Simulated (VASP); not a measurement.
MoS2:

```xyz
3
Lattice="0.0000 3.0532 3.0532 3.0532 0.0000 3.0532 3.0532 3.0532 0.0000" Properties=species:S:1:pos:R:3 pbc="T T T"
Mo    0.0000    0.0000    0.0000
S     4.5797    4.5797    4.5797
S     1.5266    1.5266    1.5266
```

```yaml
Program: VASP 6.6.1
Task: relaxation of cell and atoms
Functional: PBEsol
Potentials_or_basis: VASP PAW PBE potentials, release 64 (Mo_sv, S)
Cutoff: 600 eV
k_mesh: 6 × 6 × 6
Occupations: fermi-dirac, width 0.03 eV
Spin: no spin polarisation
```

At the start: pressure -16.8 GPa; volume 18.97 Å³/atom.

Question: Where does the relaxation end?

Answer: Over 7 steps the energy falls by 161.4 meV/atom and the volume is 16.30 Å³/atom (-14.1 %); space group Fm-3m (No. 225, to 0.05 Å).

Step by step:
```
step  energy change (eV)  largest force (eV/Å)  pressure (GPa)  volume (Å³)
   1              0.0000                0.0000          -16.82        56.92
   2              0.1144                0.0000           31.47        42.03
   3             -0.4836                0.0000           -0.72        49.13
   4             -0.4841                0.0000           -0.11        48.94
   5             -0.4839                0.0000            0.37        48.78
   6             -0.4839                0.0000           -0.40        49.03
   7             -0.4841                0.0000            0.00        48.90
```

Final structure:
```yaml
crystal:
  lattice:
    - [0.00000, 2.90243, 2.90243]
    - [2.90243, 0.00000, 2.90243]
    - [2.90243, 2.90243, 0.00000]
  atoms:
    - { symbol: Mo, position: [0.00000, 0.00000, 0.00000] }
    - { symbol: S, position: [0.75000, 0.75000, 0.75000] }
    - { symbol: S, position: [0.25000, 0.25000, 0.25000] }
```

Caveat: the PAW data sets were made with another functional, which shifts forces and pressure a little.
